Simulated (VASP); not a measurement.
## SiC: single point with LDA

The system is SiC.

```
Si C
1.0
     2.14284    2.14284    0.00000
    -2.14284    2.14284    0.00000
     0.00000    2.14284    2.17747
Si C
1 1
Direct
  0.00000 0.00000 0.00000
  0.75000 0.25000 0.50000
```

This cell differs from its parent crystal: in-plane strain -0.01.

```json
{"Program": "VASP 6.6.1", "Task": "single point", "Functional": "LDA", "Potentials or basis": "VASP PAW LDA potentials, release 64 (Si, C)", "Cutoff": "520 eV", "k mesh": "10 × 10 × 10", "Occupations": "gaussian, width 0.01 eV", "Spin": "no spin polarisation"}
```

* Pressure: 3.7 GPa
* Band gap on the k mesh: 1.19 eV, indirect (least direct gap 4.52 eV)

Stress tensor (GPa, compression positive):
```
5.18 0.00 0.00
0.00 5.18 0.00
0.00 0.00 0.85
```

Levels at points of the mesh, in eV from the valence-band top:
```
           k point  band 2  band 3  band 4  band 5  band 6  band 7
(0.00, 0.00, 0.00)   -0.11    0.00    0.00    6.66    7.38    7.38
(0.50, 0.00, 0.00)   -8.78   -1.20   -1.00    5.63    7.14    7.35
(0.50, 0.50, 0.00)   -7.89   -3.37   -3.34    1.19    4.18   13.90
(0.00, 0.00, 0.50)   -8.10   -3.18   -3.18    1.34    4.46   14.23
```

It took 18 s on 1 thread of Intel(R) Xeon(R) Platinum 8259CL CPU @ 2.50GHz (Skylake/Cascade Lake), on a shared host, peak memory 0.13 GiB.

Caveat: the cell differs from its parent crystal (in-plane strain -0.01). A k mesh can miss the band edges.
